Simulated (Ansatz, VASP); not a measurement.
Hf: VASP beside Ansatz

```
Hf
1.0
     3.14804    0.00000    0.00000
     0.00000    4.54410    0.00000
     0.00000    0.00000    3.15718
Hf
2
Direct
  0.00000 0.00000 0.75103
  0.50000 0.50000 0.24897
```

Alike in both runs: functional PBE; k mesh 6 × 4 × 6; occupations gaussian, width 0.1 eV; no spin polarisation.

Ansatz relaxed the structure, and its values are those at the end. VASP's run is a single point on that final structure, the one shown.

|  | VASP | Ansatz |
| --- | --- | --- |
| version | VASP 6.6.1 | Ansatz 0.2.0 |
| potentials or method | VASP PAW PBE potentials, release 64 (Hf_pv), cutoff 520 eV | scalar-relativistic, plane waves, PAW |
| valence electrons in the cell | 20 | 52 |

|  | VASP | Ansatz | Ansatz less VASP |
| --- | --- | --- | --- |
| gap on the k mesh at the Fermi level (eV) | none | none | - |
| pressure (GPa) | -0.3 | 0.2 | +0.46 |
| rms of the force components (eV/Å) | 0.004 | 0.004 | -0.0002 |

A gap of «none» marks a metal or a gap that the smearing closes. VASP's potentials hold 20 valence electrons a cell and Ansatz's 52, so a difference there can come from the potentials and not from the codes.

Neither program's run includes spin-orbit coupling.
